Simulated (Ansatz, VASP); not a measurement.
## Ru: VASP beside Ansatz

The input INCAR:

```
  ALGO = Fast
  EDIFF = 1E-6
  ENCUT = 520
  GGA = PE
  ISIF = 2
  ISMEAR = 0
  LASPH = True
  LCHARG = True
  LELF = True
  LREAL = False
  LVHAR = True
  LWAVE = False
  NBANDS = 13
  NELM = 100
  PREC = Accurate
  SIGMA = 0.15
```

KPOINTS

```
k-points
0
Gamma
  24 24 24
```

File POSCAR:

```
Ru
1.0
    0.0000000000      2.0803540087      1.6226761268
    2.0803540087      0.0000000000      1.6226761268
    2.0803540087      2.0803540087      0.0000000000
Ru
1
Direct
    0.0000000000      0.0000000000      0.0000000000
```

Input for Ansatz:

```yaml
crystal:
  lattice:
    - [0.0, 2.0803540087, 1.6226761268]
    - [2.0803540087, 0.0, 1.6226761268]
    - [2.0803540087, 2.0803540087, 0.0]
  atoms:
    - { symbol: Ru, position: [0.0, 0.0, 0.0] }
basis:
  ecutwfc: 420
kpoints:
  mp_grid: { grid: [24, 24, 24] }
hamiltonian:
  xc: pbe
scf:
  occupations: { method: gaussian, width: 0.15 }
output:
  forces: true
  stress: true
  eigenvalues: true
```

Alike in both runs: task single point; functional PBE; k mesh 24 × 24 × 24; occupations gaussian, width 0.15 eV; no spin polarisation.

```csv
,VASP,Ansatz
version,VASP 6.6.1,Ansatz 0.2.0
potentials or method,"VASP PAW PBE potentials, release 64 (Ru_pv), cutoff 520 eV","scalar-relativistic, plane waves, PAW"
valence electrons in the cell,14,16
```

Ansatz gave:

```
gap on the k mesh at the Fermi level (eV)                     : none
pressure (GPa)                                                : 2.1
traceless stress, the component that is largest in VASP (GPa) : 25.83
```

What did VASP give for the same quantities?

gap on the k mesh at the Fermi level (eV): none; pressure (GPa): 2.0; traceless stress, the component that is largest in VASP (GPa): 25.79.

A gap of «none» marks a metal or a gap that the smearing closes. VASP's potentials hold 14 valence electrons a cell and Ansatz's 16, so a difference there can come from the potentials and not from the codes.
